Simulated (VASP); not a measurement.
# Ta (I4/mmm) in VASP: notebook

Runs on Ta. Level: PBE. Tasks: single point.

Program: VASP 6.6.1. These are calculated values, not measurements. Logs are shortened: lines on timing, memory, paths and dates and some standing lists are left out, and cuts for length are marked.

### 1 The cell of the first run

It takes space group I4/mmm (No. 139, tetragonal). The conventional cell has a = 3.385 Å, b = 3.385 Å, c = 3.240 Å, α = 90.00°, β = 90.00°, γ = 90.00°. Ta (site symmetry 4/mmm) has 14 Ta at 2.89 to 3.39 Å within 3.8 Å.

### 2 Single point, PBE (biaxial strain in the a-b plane: +2.0 %, then relaxed in part)

Input file INCAR:

```
SYSTEM = Ta
ALGO = Fast
EDIFF = 1E-6
ENCUT = 520
GGA = PE
ISIF = 2
ISMEAR = 0
LASPH = .True.
LCHARG = .False.
LREAL = .False.
LWAVE = .False.
NBANDS = 18
NELM = 100
PREC = Accurate
SIGMA = 0.1
```

Input file KPOINTS:

```
k-points
0
Gamma
  16 16 16
  0 0 0
```

Input file POSCAR:

```
Ta
1.0
    3.3854436378      0.0000000000      0.0000000000
    0.0000000000      3.3854436378      0.0000000000
    0.0000000000      0.0000000000      3.2404805551
Ta
2
Direct
    0.0000000000      0.0000000000      0.0000000000
    0.5000000000      0.5000000000      0.5000000000
```

Potentials or basis: VASP PAW PBE potentials, release 64 (Ta_pv).

Command:

```
$ cat potpaw_PBE.64/Ta_pv/POTCAR > POTCAR
$ mpirun -np 1 vasp_std > vasp.out
```

OUTCAR:

```text
SYSTEM = Ta
   EDIFF = 1E-6
   ENCUT = 520
   GGA = PE
   ISIF = 2
   ISMEAR = 0
   LASPH = .True.
   LREAL = .False.
   NELM = 100
   PREC = Accurate

 ion  position               nearest neighbor table
   1  0.000  0.000  0.000-   2 2.89   2 2.89   2 2.89   2 2.89   2 2.89   2 2.89   2 2.89   2 2.89

   2  0.500  0.500  0.500-   1 2.89   1 2.89   1 2.89   1 2.89   1 2.89   1 2.89   1 2.89   1 2.89

  LATTYP: Found a simple tetragonal cell.
 ALAT       =     3.3854436378
 C/A-ratio  =     0.9571804767

  Lattice vectors:

 A1 = (   3.3854436378,   0.0000000000,   0.0000000000)
 A2 = (   0.0000000000,   3.3854436378,   0.0000000000)
 A3 = (   0.0000000000,   0.0000000000,   3.2404805551)

Analysis of symmetry for initial positions (statically):
=====================================================================
 Subroutine PRICEL returns following result:

  LATTYP: Found a body centered tetragonal cell.
 ALAT       =     3.3854436378
 C/A-ratio  =     0.9571804767

  Lattice vectors:

 A1 = (  -1.6927218189,  -1.6927218189,  -1.6202402776)
 A2 = (   1.6927218189,   1.6927218189,  -1.6202402776)
 A3 = (   1.6927218189,  -1.6927218189,   1.6202402776)

   2 primitive cells build up your supercell.

 Routine SETGRP: Setting up the symmetry group for a
 simple tetragonal supercell.

 Subroutine GETGRP returns: Found 16 space group operations
 (whereof 16 operations were pure point group operations)
 out of a pool of 16 trial point group operations.

The static configuration has the point symmetry D_4h.

Analysis of symmetry for dynamics (positions and initial velocities):
=====================================================================
 Subroutine PRICEL returns following result:

  LATTYP: Found a body centered tetragonal cell.
 ALAT       =     3.3854436378
 C/A-ratio  =     0.9571804767

  Lattice vectors:

 A1 = (  -1.6927218189,  -1.6927218189,  -1.6202402776)
 A2 = (   1.6927218189,   1.6927218189,  -1.6202402776)
 A3 = (   1.6927218189,  -1.6927218189,   1.6202402776)

   2 primitive cells build up your supercell.

 Routine SETGRP: Setting up the symmetry group for a
 simple tetragonal supercell.

 Subroutine GETGRP returns: Found 16 space group operations
 (whereof 16 operations were pure point group operations)
 out of a pool of 16 trial point group operations.

The dynamic configuration has the point symmetry D_4h.

 Subroutine INISYM returns: Found 16 space group operations
 (whereof 16 operations are pure point group operations),
 and found     2 'primitive' translations

----------------------------------------------------------------------------------------

                                     Primitive cell

  volume of cell :      18.5699

  direct lattice vectors                    reciprocal lattice vectors
    -1.692721819 -1.692721819 -1.620240278    -0.000000000 -0.295382262 -0.308596204
     1.692721819  1.692721819 -1.620240278     0.295382262  0.000000000 -0.308596204
     1.692721819 -1.692721819  1.620240278     0.295382262 -0.295382262  0.000000000

  length of vectors
     2.890638834  2.890638834  2.890638834     0.427179468  0.427179468  0.417733601

  position of ions in fractional coordinates (direct lattice)
     0.000000000  0.000000000  0.000000000

  ion indices of the primitive-cell ions
   primitive index   ion index
                 1           1

----------------------------------------------------------------------------------------

 KPOINTS: k-points

Automatic generation of k-mesh.
 Grid dimensions read from file:
 generate k-points for:   16   16   16

 Generating k-lattice:

  Cartesian coordinates                     Fractional coordinates (reciprocal lattice)
     0.018461391  0.000000000  0.000000000     0.062500000  0.000000000  0.000000000
     0.000000000  0.018461391  0.000000000     0.000000000  0.062500000  0.000000000
     0.000000000  0.000000000  0.019287263     0.000000000  0.000000000  0.062500000

  Length of vectors
     0.018461391  0.018461391  0.019287263

  Shift w.r.t. Gamma in fractional coordinates (k-lattice)
     0.000000000  0.000000000  0.000000000

 Subroutine IBZKPT returns following result:
 ===========================================

 Found    405 irreducible k-points:

 Following reciprocal coordinates:
            Coordinates               Weight
  0.000000  0.000000  0.000000      1.000000
  0.062500  0.000000  0.000000      4.000000
  0.125000  0.000000  0.000000      4.000000
  0.187500  0.000000  0.000000      4.000000
  0.250000  0.000000  0.000000      4.000000
  0.312500  0.000000  0.000000      4.000000
[... 16 lines left out ...]
  0.437500  0.125000  0.000000      8.000000
  0.500000  0.125000  0.000000      4.000000
 [... further k-points ...]
   k-points           NKPTS =    405   k-points in BZ     NKDIM =    405   number of bands    NBANDS=     18
   number of dos      NEDOS =    301   number of ions     NIONS =      2
   total plane-waves  NPLWV =  18816
   dimension x,y,z NGX =    28 NGY =   28 NGZ =   24
   dimension x,y,z NGXF=    56 NGYF=   56 NGZF=   48
   ions per type =               2
   NGX,Y,Z   is equivalent  to a cutoff of  13.75, 13.75, 12.31 a.u.
   NGXF,Y,Z  is equivalent  to a cutoff of  27.50, 27.50, 24.63 a.u.
 SYSTEM =  Ta
   PREC   = accura    normal or accurate (medium, high low for compatibility)
   ISTART =      0    job   : 0-new  1-cont  2-samecut
   ICHARG =      2    charge: 1-file 2-atom 10-const
   ISPIN  =      1    spin polarized calculation?
   LNONCOLLINEAR =      F non collinear calculations
   LSORBIT =      F    spin-orbit coupling
   LASPH  =      T    aspherical Exc in radial PAW
   ENCUT  =  520.0 eV  38.22 Ry    6.18 a.u.   6.29  6.29  6.03*2*pi/ulx,y,z
   NELM   =    100;   NELMIN=  2; NELMDL= -5     # of ELM steps
   EDIFF  = 0.1E-05   stopping-criterion for ELM
   LREAL  =      F    real-space projection
   EDIFFG = 0.1E-04   stopping-criterion for IOM
   NSW    =      0    number of steps for IOM
   IBRION =     -1    ionic relax: 0-MD 1-quasi-New 2-CG
   NFREE  =      0    steps in history (QN), initial steepest desc. (CG)
   ISIF   =      2    stress and relaxation
   ISYM   =      2    0-nonsym 1-usesym 2-fastsym
   POTIM  = 0.5000    time-step for ionic-motion
   TEBEG  =    0.0;   TEEND  =   0.0 temperature during run
   PSTRESS=    0.0 pullay stress
   NELECT =      22.0000    total number of electrons
   NUPDOWN=      -1.0000    fix difference up-down
   EMIN   =  10.00;   EMAX   =-10.00  energy-range for DOS
   EFERMI =   0.00;   METHOD = LEGACY
   ISMEAR =     0;   SIGMA  =   0.10  broadening in eV -4-tet -1-fermi 0-gaus
   EFERMI_NEDOS =   21; number of points for ismear=-14 and -15
   IALGO  =     68    algorithm
   IMIX   =      4    mixing-type and parameters
     AMIX     =   0.40;   BMIX     =  1.00
     AMIX_MAG =   1.60;   BMIX_MAG =  1.00
  volume/ion in A,a.u.               =      18.57       125.32
  Fermi-wavevector in a.u.,A,eV,Ry     =   1.374893  2.598171 25.719507  1.890330
  Thomas-Fermi vector in A             =   2.500278
   LORBIT       =      0    0 simple, 1 ext, 2 COOP (PROOUT), +10 PAW based schemes
   GGA     = PE    functional components
   LHFCALC =     F    Hartree Fock is set to
   AEXX    =    0.0000 exact exchange contribution
   IVDW    =     0    specifies the selected vdW correction
   LEPSILON=     F    determine dielectric tensor
   LRPA    =     F    only Hartree local field effects (RPA)
 non-spin polarized calculation
 RMM-DIIS sequential band-by-band and
 Gauss-broadening in eV      SIGMA  =   0.10
  energy-cutoff  :      520.00
  volume of cell :       37.14
 maximum number of plane-waves:      1020
 NGX is ok and might be reduce to    28
   NGX = 13   NGY = 13   NGZ = 13

 number of electron      22.0000003 magnetization

 Free energy of the ion-electron system (eV)
  ---------------------------------------------------
  ext. energy  EPLUGINS =         0.00000000
  ---------------------------------------------------
  free energy    TOTEN  =       -23.61170850 eV

  energy without entropy =      -23.59725133  energy(sigma->0) =      -23.60447991

 E-fermi :   5.2435     XC(G=0): -12.4629

 val. band max:        5.2419429207   @ k =   0.3125   0.1250   0.0000
 cond. band min:       5.2475129015   @ k =   0.1875   0.1250   0.1875
 fundamental gap:      0.0055699809
 Fermi energy:         5.2435051544

 k-point     1 :       0.0000    0.0000    0.0000
  band No.  band energies     occupation
      1     -28.7269      2.00000
      2     -28.7269      2.00000
      3     -28.6269      2.00000
      4     -27.9567      2.00000
      5     -27.9567      2.00000
      6     -27.9462      2.00000
[... 10 lines left out ...]
     17      11.9495      0.00000
     18      13.2526      0.00000

 k-point     2 :       0.0625    0.0000    0.0000
  band No.  band energies     occupation
      1     -28.7259      2.00000
      2     -28.7193      2.00000
      3     -28.6201      2.00000
      4     -27.9712      2.00000
      5     -27.9639      2.00000
      6     -27.9525      2.00000
[... 10 lines left out ...]
     17      11.6947      0.00000
     18      12.9647      0.00000

 k-point     3 :       0.1250    0.0000    0.0000
  band No.  band energies     occupation
      1     -28.7222      2.00000
      2     -28.6971      2.00000
      3     -28.6003      2.00000
      4     -28.0133      2.00000
      5     -27.9854      2.00000
      6     -27.9713      2.00000
[... 10 lines left out ...]
     17      11.4565      0.00000
     18      12.2533      0.00000

 k-point     4 :       0.1875    0.0000    0.0000
  band No.  band energies     occupation
      1     -28.7141      2.00000
      2     -28.6610      2.00000
      3     -28.5681      2.00000
      4     -28.0786      2.00000
      5     -28.0204      2.00000
      6     -28.0018      2.00000
[... 375 lines left out ...]
      4     -28.3595      2.00000
      5     -28.1594      2.00000
      6     -28.0819      2.00000
[... 10 lines left out ...]
     17      10.2590      0.00000
     18      10.5346      0.00000

 k-point    23 :       0.4375    0.1250    0.0000
  band No.  band energies     occupation
      1     -28.7156      2.00000
      2     -28.5827      2.00000
      3     -28.3407      2.00000
      4     -28.2861      2.00000
      5     -28.2178      2.00000
      6     -28.1444      2.00000
[... 10 lines left out ...]
     17       9.9555      0.00000
     18       9.9826      0.00000

 k-point    24 :       0.5000    0.1250    0.0000
  band No.  band energies     occupation
      1     -28.6570      2.00000
      2     -28.6570      2.00000
      3     -28.2790      2.00000
      4     -28.2790      2.00000
      5     -28.2135      2.00000
      6     -28.2135      2.00000
[... 10 lines left out ...]
     17       9.8880      0.00000
     18       9.8880      0.00000

 [... further k-points ...]
[... 5 lines left out ...]
  --------------------------------------------------------------------------------------
  -------------------------------------------------------------------------------------
  Total       -0.9227650     -0.9227650      0.0100784      0.0000000     -0.0000000      0.0000000
  in kB      -39.8071517    -39.8071517      0.4347730      0.0000000     -0.0000000      0.0000000
  external PRESSURE =     -26.3931768 kB  Pullay stress =       0.0000000 kB

 VOLUME and BASIS-vectors are now :
 -----------------------------------------------------------------------------
  energy-cutoff  :      520.00
  volume of cell :       37.14
      direct lattice vectors                 reciprocal lattice vectors
     3.385443638  0.000000000  0.000000000     0.295382262  0.000000000  0.000000000
     0.000000000  3.385443638  0.000000000     0.000000000  0.295382262  0.000000000
     0.000000000  0.000000000  3.240480555     0.000000000  0.000000000  0.308596204

 POSITION                                       TOTAL-FORCE (eV/Angst)
 -----------------------------------------------------------------------------------
      0.00000      0.00000      0.00000        -0.000000     -0.000000      0.000000
      1.69272      1.69272      1.62024         0.000000      0.000000     -0.000000
 -----------------------------------------------------------------------------------
    total drift:                                0.000000      0.000000      0.000000

  FREE ENERGIE OF THE ION-ELECTRON SYSTEM (eV)
  ---------------------------------------------------
  free  energy   TOTEN  =       -23.6117084956 eV

  energy  without entropy=      -23.5972513262  energy(sigma->0) =      -23.60447991
```

It took 2 min on 1 thread of Intel Xeon 6975P-C (Granite Rapids), shared host; peak memory 0.32 GiB.

Results:

```
Free energy            : -23.6117 eV
Pressure               : -2.6 GPa
Band gap on the k mesh : zero (bands 11 and 12 overlap by 2.65 eV)
```

Stress tensor (GPa, compression positive):
```
-3.98  0.00  0.00
 0.00 -3.98  0.00
 0.00  0.00  0.04
```

Levels at points of the mesh, in eV from the Fermi level:
| k point | band 7 | band 8 | band 9 | band 10 | band 11 | band 12 | band 13 | band 14 | band 15 | band 16 |
| --- | --- | --- | --- | --- | --- | --- | --- | --- | --- | --- |
| (0.00, 0.00, 0.00) | -7.80 | -3.68 | -3.57 | 0.38 | 0.93 | 0.93 | 3.50 | 4.25 | 6.53 | 6.53 |
| (0.50, 0.00, 0.00) | -3.80 | -3.80 | -0.90 | -0.90 | 1.12 | 1.12 | 1.56 | 1.56 | 3.22 | 3.22 |
| (0.50, 0.50, 0.00) | -4.27 | -4.27 | -1.07 | -1.07 | 1.25 | 1.25 | 3.28 | 3.28 | 4.51 | 4.51 |
| (0.00, 0.00, 0.50) | -3.51 | -3.51 | -0.74 | -0.74 | 1.01 | 1.01 | 1.01 | 1.01 | 2.94 | 2.94 |
| (0.50, 0.00, 0.50) | -4.23 | -4.23 | -1.63 | -1.63 | 1.56 | 1.56 | 3.86 | 3.86 | 5.02 | 5.02 |
| (0.50, 0.50, 0.50) | -1.30 | -1.30 | -1.30 | -1.30 | -1.04 | -1.04 | 4.72 | 4.72 | 4.98 | 4.98 |

Caveat: the cell differs from its parent crystal (biaxial strain in the a-b plane: +2.0 %, then relaxed in part); spin-orbit coupling is left out, which moves the levels of the heavy elements.

### 3 Single point, PBE (biaxial strain in the a-b plane: +2.0 %)

Input file INCAR:

```
SYSTEM = Ta
PREC = Accurate ; ENCUT = 520
EDIFF = 1E-7 ; ISMEAR = 0
SIGMA = 0.1 ; LREAL = .False.
LASPH = .True. ; NELM = 60
ALGO = Fast ; ISIF = 2
LWAVE = .False. ; LCHARG = .True.
GGA = PE ; LELF = .True.
LVHAR = .True. ; NBANDS = 18
```

Input file KPOINTS:

```
Automatic mesh
0
Gamma
  16 16 16
  0 0 0
```

Changes to POSCAR since step 2:

```diff
@@ -4,3 +4,3 @@
     0.0000000000      3.3854436378      0.0000000000
-    0.0000000000      0.0000000000      3.2404805551
+    0.0000000000      0.0000000000      3.2792336414
 Ta
```

Potentials or basis: VASP PAW PBE potentials, release 64 (Ta_pv).

Command:

```
$ cat potpaw_PBE.64/Ta_pv/POTCAR > POTCAR
$ mpirun -np 1 vasp_std > vasp.out
```

Run time: 2.3 min. Hardware: 1 thread of Intel Xeon 6975P-C (Granite Rapids), shared host; peak memory 0.32 GiB.

The run converged. Its results:

- Free energy: -23.6079 eV
- Pressure: -4.9 GPa
- Band gap on the k mesh: zero (bands 11 and 12 overlap by 2.59 eV)

Stress tensor (GPa, compression positive):
```
-5.85  0.00  0.00
 0.00 -5.85  0.00
 0.00  0.00 -2.92
```

Levels at points of the mesh, in eV from the Fermi level:
```
           k point  band 8  band 9  band 10  band 11  band 12  band 13  band 14  band 15
(0.00, 0.00, 0.00)   -3.60   -3.51     0.48     0.87     0.87     3.58     4.11     6.46
(0.50, 0.00, 0.00)   -3.76   -0.85    -0.85     1.14     1.14     1.46     1.46     3.15
(0.50, 0.50, 0.00)   -4.21   -1.15    -1.15     1.26     1.26     3.37     3.37     4.52
(0.00, 0.00, 0.50)   -3.55   -0.73    -0.73     1.06     1.06     1.06     1.06     2.95
(0.50, 0.00, 0.50)   -4.18   -1.55    -1.55     1.48     1.48     3.81     3.81     4.86
(0.50, 0.50, 0.50)   -1.26   -1.26    -1.26    -1.08    -1.08     4.71     4.71     4.92
```

Caveat: the cell differs from its parent crystal (biaxial strain in the a-b plane: +2.0 %); the cell stands under tension; spin-orbit coupling is left out, which moves the levels of the heavy elements.
